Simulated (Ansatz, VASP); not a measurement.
NaF in VASP and in Ansatz

INCAR

```
  PREC = Accurate
  ENCUT = 600
  EDIFF = 1E-6
  ISMEAR = 0
  SIGMA = 0.01
  LREAL = F
  LASPH = T
  NELM = 120
  ALGO = Normal
  ISIF = 2
  LWAVE = F
  LCHARG = F
  GGA = PS
  NBANDS = 14
  GGA_COMPAT = F
```

KPOINTS

```
Automatic mesh
0
Gamma
  6 6 6
```

The input POSCAR:

```
NaF
1.0
    0.0000000000      2.5312613679      2.5312613679
    2.5312613679      0.0000000000      2.5312613679
    2.5312613679      2.5312613679      0.0000000000
Na F
1 1
Direct
    0.0000000000      0.0000000000      0.0000000000
    0.2500000000      0.2500000000      0.2500000000
```

Input for Ansatz:

```yaml
crystal:
  lattice:
    - [0.0, 2.5312613679, 2.5312613679]
    - [2.5312613679, 0.0, 2.5312613679]
    - [2.5312613679, 2.5312613679, 0.0]
  atoms:
    - { symbol: Na, position: [0.0, 0.0, 0.0] }
    - { symbol: F, position: [0.25, 0.25, 0.25] }
kpoints:
  mp_grid: { grid: [6, 6, 6] }
hamiltonian:
  xc: pbesol
scf:
  occupations: { method: fixed }
output:
  optics:
    e_range: [0, 10]
    de: 0.1
    sigma: 0.25
    scissors: 0.6
    scheme: gaussian
    bands: { spectra_wanted_up_to: 10 }
    kdotp_interpolation: "off"
  write_density: true
  write_potential: true
  elf: true
  volumetric_format: npy
```

Alike in both runs: task single point; functional PBEsol; k mesh 6 × 6 × 6; no spin polarisation.

|  | VASP | Ansatz |
| --- | --- | --- |
| version | VASP 6.6.1 | Ansatz 0.2.0 |
| potentials or method | VASP PAW PBE potentials, release 64 (Na_pv, F) | plane waves, PAW |
| plane-wave cutoff (eV) | 600 | 420 |
| occupations | gaussian, width 0.01 eV | fixed |
| valence electrons in the cell | 14 | 16 |

Ansatz gave:

| Item | Value |
| --- | --- |
| gap on the k mesh at the Fermi level (eV) | 5.58 |

Task: Which values does VASP return?

Result: gap on the k mesh at the Fermi level (eV): 5.56.

VASP's potentials were made for PBE, not for PBEsol. VASP's potentials hold 14 valence electrons a cell and Ansatz's 16, so a difference there can come from the potentials and not from the codes.
